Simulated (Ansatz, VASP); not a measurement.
Tl3Ru: VASP beside Ansatz

The input INCAR:

```
PREC = Accurate
ENCUT = 600
EDIFF = 1E-6
ISMEAR = 0
SIGMA = 0.1
LREAL = F
LASPH = T
NELM = 100
ALGO = Fast
ISIF = 3
LWAVE = F
LCHARG = F
GGA = PE
IBRION = 2
NSW = 100
EDIFFG = -0.01
```

KPOINTS

```
Automatic mesh
0
Gamma
  10 10 10
```

File POSCAR:

```
Tl3Ru
1.0
    4.6098838900      0.0000000000      0.0000000000
    0.0000000000      4.6098838900      0.0000000000
    0.0000000000      0.0000000000      4.6098838900
Tl Ru
3 1
Direct
    0.0000000000      0.5000000000      0.5000000000
    0.5000000000      0.0000000000      0.5000000000
    0.5000000000      0.5000000000      0.0000000000
    0.0000000000      0.0000000000      0.0000000000
```

Input for Ansatz:

```yaml
crystal:
  lattice:
    - [4.60988389, 0.0, 0.0]
    - [0.0, 4.60988389, 0.0]
    - [0.0, 0.0, 4.60988389]
  atoms:
    - { symbol: Tl, position: [0.0, 0.5, 0.5] }
    - { symbol: Tl, position: [0.5, 0.0, 0.5] }
    - { symbol: Tl, position: [0.5, 0.5, 0.0] }
    - { symbol: Ru, position: [0.0, 0.0, 0.0] }
basis:
  ecutwfc: 420
kpoints:
  mp_grid: { grid: [10, 10, 10] }
hamiltonian:
  xc: pbe
scf:
  occupations: { method: gaussian, width: 0.1 }
output:
  forces: true
  stress: true
  eigenvalues: true
relax:
  adjacent_minimum: "off"
  f_tol: 0.01
  max_steps: 80
  cell: { stress_tol: 0.05 }
```

Alike in both runs: task relaxation of cell and atoms; functional PBE; k mesh 10 × 10 × 10; occupations gaussian, width 0.1 eV; no spin polarisation.

```csv
,VASP,Ansatz
version,VASP 6.6.1,Ansatz 0.2.0
potentials or method,"VASP PAW PBE potentials, release 64 (Tl_d, Ru_pv), cutoff 600 eV","scalar-relativistic, plane waves, PAW"
valence electrons in the cell,53,55
```

|  | VASP | Ansatz | Ansatz less VASP |
| --- | --- | --- | --- |
| gap on the k mesh at the Fermi level, each at its own relaxed structure (eV) | none | none | - |
| relaxed volume (Å³/atom) | 23.27 | 23.25 | -0.019 |
| relaxed cell length with the largest relative difference (Å) | 4.532 | 4.531 | -0.0012 |

A gap of «none» marks a metal or a gap that the smearing closes. VASP's potentials hold 53 valence electrons a cell and Ansatz's 55, so a difference there can come from the potentials and not from the codes.

Neither program's run includes spin-orbit coupling.
